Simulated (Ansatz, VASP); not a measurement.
Ta2AlF3: VASP beside Ansatz

```
Ta Al F
1.0
     3.54460    0.00000    0.00000
     0.00000    3.54460    0.00000
     0.00000    0.00000   12.27708
Ta Al F
2 1 3
Direct
  0.50000 0.50000 0.00000
  0.00000 0.00000 0.50000
  0.00000 0.00000 0.00000
  0.00000 0.00000 0.65215
  0.00000 0.00000 0.34785
  0.50000 0.50000 0.50000
```

Alike in both runs: functional PBE; k mesh 10 × 10 × 4; occupations gaussian, width 0.1 eV; no spin polarisation.

Ansatz relaxed the structure, and its values are those at the end. VASP's run is a single point on that final structure, the one shown.

```csv
,VASP,Ansatz
version,VASP 6.6.1,Ansatz 0.2.0
potentials or method,"VASP PAW PBE potentials, release 64 (Ta_pv, Al, F), cutoff 520 eV","scalar-relativistic, plane waves, PAW"
valence electrons in the cell,46,50
```

VASP gave:

```
gap on the k mesh at the Fermi level (eV) : none
pressure (GPa)                            : 0.1
rms of the force components (eV/Å)        : 0.069
```

Question: What did Ansatz give for the same quantities?

Answer: gap on the k mesh at the Fermi level (eV): none; pressure (GPa): 0.0; rms of the force components (eV/Å): 0.001.

A gap of «none» marks a metal or a gap that the smearing closes. The functional is the same, so the differences come from potentials, cutoffs and numerics. VASP's potentials hold 46 valence electrons a cell and Ansatz's 50, so a difference there can come from the potentials and not from the codes.

Neither program's run includes spin-orbit coupling.
